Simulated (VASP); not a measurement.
PbS:

```
Pb S
1.0
     4.11205    0.00000    0.00000
     0.00000    4.11205    0.00000
     0.00000    0.00000    6.16386
Pb S
2 2
Cartesian
  2.0560 0.0000 4.7684
  0.0000 2.0560 1.3955
  2.0560 0.0000 1.6653
  0.0000 2.0560 4.4986
```

```yaml
Program: VASP 6.6.1
Task: relaxation of cell and atoms
Functional: PBE
Potentials_or_basis: VASP PAW PBE potentials, release 64 (Pb_d, S)
Cutoff: 600 eV
k_mesh: 8 × 8 × 6
Occupations: gaussian, width 0.02 eV
Spin: no spin polarisation
```

At the start: pressure 2.5 GPa; volume 26.06 Å³/atom.

**Question.** How do energy, volume and symmetry change on relaxing?

**Answer.** Over 19 steps the energy falls by 44.9 meV/atom and the volume is 27.11 Å³/atom (+4.0 %); space group Fm-3m (No. 225, to 0.05 Å).

The path:
| step | energy change (eV) | largest force (eV/Å) | pressure (GPa) | volume (Å³) |
| --- | --- | --- | --- | --- |
| 1 | 0.0000 | 0.3181 | 2.46 | 104.22 |
| 2 | -0.1023 | 0.3233 | -1.01 | 110.29 |
| 3 | -0.1024 | 0.3242 | -0.90 | 110.03 |
| 4 | -0.1265 | 0.2931 | -0.18 | 108.53 |
| 5 | -0.1311 | 0.2686 | 0.38 | 107.51 |
| 6 | -0.1524 | 0.1933 | 0.38 | 107.56 |
| 7 | -0.1781 | 0.0232 | 0.38 | 107.68 |
| 8 | -0.1782 | 0.0170 | 0.38 | 107.68 |
| 9 | -0.1776 | 0.0108 | -0.49 | 109.46 |
| 10 | -0.1791 | 0.0142 | -0.01 | 108.47 |
| 11 | -0.1791 | 0.0143 | 0.00 | 108.45 |
| 12 | -0.1791 | 0.0134 | 0.00 | 108.44 |
| 13 | -0.1792 | 0.0110 | 0.01 | 108.42 |
| 14 | -0.1792 | 0.0060 | 0.02 | 108.38 |
| 15 | -0.1792 | 0.0099 | 0.01 | 108.41 |
| 16 | -0.1793 | 0.0092 | 0.01 | 108.41 |
| 17 | -0.1793 | 0.0079 | 0.01 | 108.42 |
| 18 | -0.1794 | 0.0056 | 0.00 | 108.42 |
| 19 | -0.1794 | 0.0011 | -0.01 | 108.44 |

Final structure:
```
CELL_PARAMETERS angstrom
4.24797 0.00000 0.00000
0.00000 4.24797 0.00000
0.00000 0.00000 6.00936
ATOMIC_POSITIONS crystal
Pb 0.50000 0.00000 0.74998
Pb 0.00000 0.50000 0.25002
S 0.50000 0.00000 0.25017
S 0.00000 0.50000 0.74983
```
